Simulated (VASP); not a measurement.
# TePb (Fm-3m) in VASP: single point with LDA

Aim: the single point of TePb with LDA.

All numbers are computed with VASP 6.6.1; they aren't measurements. Logs are shortened: lines on timing, memory, paths and dates and some standing lists are left out, and cuts for length are marked.

## (1) The cell of the first run

Symmetry: Fm-3m, No. 225, cubic system. Conventional cell: a = 6.367 Å, b = 6.367 Å, c = 6.367 Å, α = 90.00°, β = 90.00°, γ = 90.00°. Within 4.2 Å of Pb (site symmetry m-3m) lie 6 Te at 3.18 Å. Within 4.2 Å of Te (site symmetry m-3m) lie 6 Pb at 3.18 Å.

## (2) Single point, LDA, non-collinear spin, zero start, spin-orbit coupling

The input, INCAR:

```
PREC = Accurate
ENCUT = 520
EDIFF = 1E-6
ISMEAR = 0
SIGMA = 0.01
LREAL = False
LASPH = True
NELM = 150
ALGO = Normal
ISIF = 2
LWAVE = False
LCHARG = True
MAGMOM = 0 0 0 0 0 0
LORBIT = 11
LSORBIT = True
GGA_COMPAT = False
LORBMOM = True
GGA = CA
LVHAR = True
NBANDS = 32
```

The input, KPOINTS:

```
regular mesh
0
Gamma
  12 12 12
```

The input, POSCAR:

```
TePb
1.0
    0.0000000000      3.1835615180      3.1835615180
    3.1835615180      0.0000000000      3.1835615180
    3.1835615180      3.1835615180      0.0000000000
Pb Te
1 1
Direct
    0.0000000000      0.0000000000      0.0000000000
    0.5000000000      0.5000000000      0.5000000000
```

Potentials or basis: VASP PAW LDA potentials, release 64 (Pb_d, Te).

Run with:

```console
> cat potpaw_LDA.64/Pb_d/POTCAR potpaw_LDA.64/Te/POTCAR > POTCAR
> mpirun -np 1 vasp_ncl > vasp.out
```

OUTCAR:

```text
PREC = Accurate
   ENCUT = 520
   EDIFF = 1E-6
   ISMEAR = 0
   LREAL = False
   LASPH = True
   NELM = 150
   ISIF = 2
   LORBIT = 11
   LSORBIT = True
   GGA = CA

 ion  position               nearest neighbor table
   1  0.000  0.000  0.000-   2 3.18   2 3.18   2 3.18   2 3.18   2 3.18   2 3.18
   2  0.500  0.500  0.500-   1 3.18   1 3.18   1 3.18   1 3.18   1 3.18   1 3.18

  LATTYP: Found a face centered cubic cell.
 ALAT       =     6.3671230360

  Lattice vectors:

 A1 = (   0.0000000000,   3.1835615180,   3.1835615180)
 A2 = (   3.1835615180,   0.0000000000,   3.1835615180)
 A3 = (   3.1835615180,   3.1835615180,   0.0000000000)

Analysis of symmetry for initial positions (statically):
=====================================================================
 Subroutine PRICEL returns:
 Original cell was already a primitive cell.

 Routine SETGRP: Setting up the symmetry group for a
 face centered cubic supercell.

 Subroutine GETGRP returns: Found 48 space group operations
 (whereof 48 operations were pure point group operations)
 out of a pool of 48 trial point group operations.

The static configuration has the point symmetry O_h .

Analysis of symmetry for dynamics (positions and initial velocities):
=====================================================================
 Subroutine PRICEL returns:
 Original cell was already a primitive cell.

 Routine SETGRP: Setting up the symmetry group for a
 face centered cubic supercell.

 Subroutine GETGRP returns: Found 48 space group operations
 (whereof 48 operations were pure point group operations)
 out of a pool of 48 trial point group operations.

The dynamic configuration has the point symmetry O_h .

Analysis of structural, dynamic, and magnetic symmetry:
=====================================================================
 Subroutine PRICEL returns:
 Original cell was already a primitive cell.

 Routine SETGRP: Setting up the symmetry group for a
 face centered cubic supercell.

 Subroutine GETGRP returns: Found 48 space group operations
 (whereof 48 operations were pure point group operations)
 out of a pool of 48 trial point group operations.

The overall configuration has the point symmetry O_h .

 Subroutine INISYM returns: Found 48 space group operations
 (whereof 48 operations are pure point group operations),
 and found     1 'primitive' translations

----------------------------------------------------------------------------------------

                                     Primitive cell

  volume of cell :      64.5312

  direct lattice vectors                    reciprocal lattice vectors
     0.000000000  3.183561518  3.183561518    -0.157056805  0.157056805  0.157056805
     3.183561518  0.000000000  3.183561518     0.157056805 -0.157056805  0.157056805
     3.183561518  3.183561518  0.000000000     0.157056805  0.157056805 -0.157056805

  length of vectors
     4.502235875  4.502235875  4.502235875     0.272030366  0.272030366  0.272030366

  position of ions in fractional coordinates (direct lattice)
     0.000000000  0.000000000  0.000000000
     0.500000000  0.500000000  0.500000000

  ion indices of the primitive-cell ions
   primitive index   ion index
                 1           1
                 2           2

----------------------------------------------------------------------------------------

 KPOINTS: regular mesh

Automatic generation of k-mesh.
 Grid dimensions read from file:
 generate k-points for:   12   12   12

 Generating k-lattice:

  Cartesian coordinates                     Fractional coordinates (reciprocal lattice)
    -0.013088067  0.013088067  0.013088067     0.083333333  0.000000000  0.000000000
     0.013088067 -0.013088067  0.013088067     0.000000000  0.083333333  0.000000000
     0.013088067  0.013088067 -0.013088067     0.000000000  0.000000000  0.083333333

  Length of vectors
     0.022669197  0.022669197  0.022669197

  Shift w.r.t. Gamma in fractional coordinates (k-lattice)
     0.000000000  0.000000000  0.000000000

 Subroutine IBZKPT returns following result:
 ===========================================

 Found     72 irreducible k-points:

 Following reciprocal coordinates:
            Coordinates               Weight
  0.000000  0.000000  0.000000      1.000000
  0.083333  0.000000  0.000000      8.000000
  0.166667  0.000000  0.000000      8.000000
  0.250000  0.000000  0.000000      8.000000
  0.333333  0.000000  0.000000      8.000000
  0.416667  0.000000  0.000000      8.000000
[... 16 lines left out ...]
  0.500000  0.166667  0.000000     24.000000
 -0.416667  0.166667  0.000000     24.000000
 [... further k-points ...]
   k-points           NKPTS =     72   k-points in BZ     NKDIM =     72   number of bands    NBANDS=     32
[... 27 lines left out ...]
   PSTRESS=    0.0 pullay stress
   NELECT =      20.0000    total number of electrons
   NUPDOWN=      -1.0000    fix difference up-down
   EMIN   =  10.00;   EMAX   =-10.00  energy-range for DOS
   EFERMI =   0.00;   METHOD = LEGACY
   ISMEAR =     0;   SIGMA  =   0.01  broadening in eV -4-tet -1-fermi 0-gaus
   EFERMI_NEDOS =   21; number of points for ismear=-14 and -15
   IALGO  =     38    algorithm
   IMIX   =      4    mixing-type and parameters
     AMIX     =   0.40;   BMIX     =  1.00
     AMIX_MAG =   1.60;   BMIX_MAG =  1.00
  volume/ion in A,a.u.               =      32.27       217.74
  Fermi-wavevector in a.u.,A,eV,Ry     =   1.107886  2.093600 16.699934  1.227411
  Thomas-Fermi vector in A             =   2.244406
   LORBIT       =     11    0 simple, 1 ext, 2 COOP (PROOUT), +10 PAW based schemes
   GGA     = CA    functional components
   LHFCALC =     F    Hartree Fock is set to
   AEXX    =    0.0000 exact exchange contribution
   IVDW    =     0    specifies the selected vdW correction
   LEPSILON=     F    determine dielectric tensor
   LRPA    =     F    only Hartree local field effects (RPA)
 Gauss-broadening in eV      SIGMA  =   0.01
  energy-cutoff  :      520.00
  volume of cell :       64.53
 maximum number of plane-waves:      3614
 NGX is ok and might be reduce to    36
   NGX = 17   NGY = 17   NGZ = 17

 number of electron      19.9999999 magnetization       0.0000000      0.0000000      0.0000000

 number of electron      19.9999999 magnetization      -0.0000000     -0.0000000     -0.0000000

 number of electron      19.9999999 magnetization       0.0000000      0.0000000     -0.0000000

 number of electron      19.9999999 magnetization      -0.0000000     -0.0000000      0.0000000

 Free energy of the ion-electron system (eV)
  ---------------------------------------------------
  ext. energy  EPLUGINS =         0.00000000
  ---------------------------------------------------
  free energy    TOTEN  =        -9.33424696 eV

  energy without entropy =       -9.33424696  energy(sigma->0) =       -9.33424696

 E-fermi :   5.9810     XC(G=0):  -9.7657

 val. band max:        5.9101916323   @ k =   0.5000   0.0000   0.0000
 cond. band min:       6.0773097045   @ k =   0.5000   0.0000   0.0000
 fundamental gap:      0.1671180722
 Fermi energy:         5.9809805935

 k-point     1 :       0.0000    0.0000    0.0000
  band No.  band energies     occupation
      1     -12.1702      1.00000
      2     -12.1702      1.00000
      3     -12.1702      1.00000
      4     -12.1702      1.00000
      5      -9.6157      1.00000
      6      -9.6157      1.00000
[... 829 lines left out ...]
     31      14.4210      0.00000
     32      14.4210      0.00000

 [... further k-points ...]

------------------------ aborting loop because EDIFF is reached ----------------------------------------

  FORCE on cell =-STRESS in cart. coord.  units (eV):
  Direction    XX          YY          ZZ          XY          YZ          ZX
  --------------------------------------------------------------------------------------
  -------------------------------------------------------------------------------------
  Total        0.0852856      0.0852856      0.0852856      0.0000000      0.0000000      0.0000000
  in kB        2.1174660      2.1174660      2.1174660      0.0000000      0.0000000      0.0000000
  external PRESSURE =       2.1174660 kB  Pullay stress =       0.0000000 kB

 VOLUME and BASIS-vectors are now :
 -----------------------------------------------------------------------------
  energy-cutoff  :      520.00
  volume of cell :       64.53
      direct lattice vectors                 reciprocal lattice vectors
     0.000000000  3.183561518  3.183561518    -0.157056805  0.157056805  0.157056805
     3.183561518  0.000000000  3.183561518     0.157056805 -0.157056805  0.157056805
     3.183561518  3.183561518  0.000000000     0.157056805  0.157056805 -0.157056805

 POSITION                                       TOTAL-FORCE (eV/Angst)
 -----------------------------------------------------------------------------------
      0.00000      0.00000      0.00000         0.000000      0.000000      0.000000
      3.18356      3.18356      3.18356         0.000000      0.000000     -0.000000
 -----------------------------------------------------------------------------------
    total drift:                               -0.000000      0.000000      0.000000

  FREE ENERGIE OF THE ION-ELECTRON SYSTEM (eV)
  ---------------------------------------------------
  free  energy   TOTEN  =        -9.3342469553 eV

  energy  without entropy=       -9.3342469553  energy(sigma->0) =       -9.33424696

 orbital moment (x)

 # of ion     p       d       tot
 ----------------------------------------
  1         0.000   0.000   0.000
  2         0.000   0.000   0.000
 ----------------------------------------
            0.000   0.000   0.000

 orbital moment (y)

 # of ion     p       d       tot
 ----------------------------------------
  1         0.000  -0.000  -0.000
  2         0.000  -0.000  -0.000
 ----------------------------------------
            0.000  -0.000  -0.000

 orbital moment (z)

 # of ion     p       d       tot
 ----------------------------------------
  1         0.000  -0.000  -0.000
  2         0.000   0.000   0.000
 ----------------------------------------
            0.000  -0.000  -0.000

 Spin-Orbit-Coupling matrix elements

 Ion:    1  E_soc:     -0.9485634
 l=   1
     0.0000000    -0.0891958    -0.0891958
    -0.0891958     0.0000000    -0.0891958
    -0.0891958    -0.0891958     0.0000000
 l=   2
     0.0000000    -0.0137954     0.0000000    -0.0137954    -0.0551027
    -0.0137954     0.0000000    -0.0413270    -0.0137954    -0.0137757
     0.0000000    -0.0413270     0.0000000    -0.0413270     0.0000000
    -0.0137954    -0.0137954    -0.0413270     0.0000000    -0.0137757
    -0.0551027    -0.0137757     0.0000000    -0.0137757     0.0000000
 l=   3
     0.0000000     0.0000000     0.0000000     0.0000000     0.0000000     0.0000000     0.0000000
     0.0000000     0.0000000     0.0000000     0.0000000     0.0000000     0.0000000     0.0000000
     0.0000000     0.0000000     0.0000000     0.0000000     0.0000000     0.0000000     0.0000000
     0.0000000     0.0000000     0.0000000     0.0000000     0.0000000     0.0000000     0.0000000
     0.0000000     0.0000000     0.0000000     0.0000000     0.0000000     0.0000000     0.0000000
     0.0000000     0.0000000     0.0000000     0.0000000     0.0000000     0.0000000     0.0000000
     0.0000000     0.0000000     0.0000000     0.0000000     0.0000000     0.0000000     0.0000000

 Ion:    2  E_soc:     -0.2279151
 l=   1
     0.0000000    -0.0380392    -0.0380392
    -0.0380392     0.0000000    -0.0380392
    -0.0380392    -0.0380392     0.0000000
 l=   2
     0.0000000    -0.0000139     0.0000000    -0.0000139     0.0000672
    -0.0000139     0.0000000     0.0000504    -0.0000139     0.0000168
     0.0000000     0.0000504     0.0000000     0.0000504     0.0000000
    -0.0000139    -0.0000139     0.0000504     0.0000000     0.0000168
     0.0000672     0.0000168     0.0000000     0.0000168     0.0000000
 l=   3
     0.0000000     0.0000000     0.0000000     0.0000000     0.0000000     0.0000000     0.0000000
     0.0000000     0.0000000     0.0000000     0.0000000     0.0000000     0.0000000     0.0000000
     0.0000000     0.0000000     0.0000000     0.0000000     0.0000000     0.0000000     0.0000000
     0.0000000     0.0000000     0.0000000     0.0000000     0.0000000     0.0000000     0.0000000
     0.0000000     0.0000000     0.0000000     0.0000000     0.0000000     0.0000000     0.0000000
     0.0000000     0.0000000     0.0000000     0.0000000     0.0000000     0.0000000     0.0000000
     0.0000000     0.0000000     0.0000000     0.0000000     0.0000000     0.0000000     0.0000000

 total charge

# of ion       s       p       d       tot
------------------------------------------
    1        1.443   0.653   9.831  11.928
    2        1.388   1.991   0.024   3.403
--------------------------------------------------
tot          2.830   2.644   9.855  15.330

 magnetization (x)

# of ion       s       p       d       tot
------------------------------------------
    1        0.000  -0.000   0.000   0.000
    2       -0.000   0.000   0.000  -0.000
--------------------------------------------------
tot          0.000  -0.000   0.000  -0.000

 magnetization (y)

# of ion       s       p       d       tot
------------------------------------------
    1       -0.000  -0.000   0.000  -0.000
    2       -0.000   0.000  -0.000  -0.000
--------------------------------------------------
tot         -0.000  -0.000   0.000  -0.000

 magnetization (z)

# of ion       s       p       d       tot
------------------------------------------
    1       -0.000   0.000   0.000  -0.000
    2        0.000   0.000   0.000   0.000
--------------------------------------------------
tot         -0.000   0.000   0.000  -0.000
```

Run time: 4.3 min. Hardware: 1 thread of Intel Xeon Platinum 8488C (Sapphire Rapids), shared host; peak memory 0.42 GiB.

What came out:

```yaml
Free_energy: -9.3342 eV
Pressure: 0.2 GPa
Net_moment: 0.00 μB per cell
Valence_electrons_inside_the_program's_atomic_spheres: Pb 11.93; Te 3.40
```

Moments on the atoms (μB; x, y, z):
```
Pb  0.00 0.00 0.00
Te  0.00 0.00 0.00
```
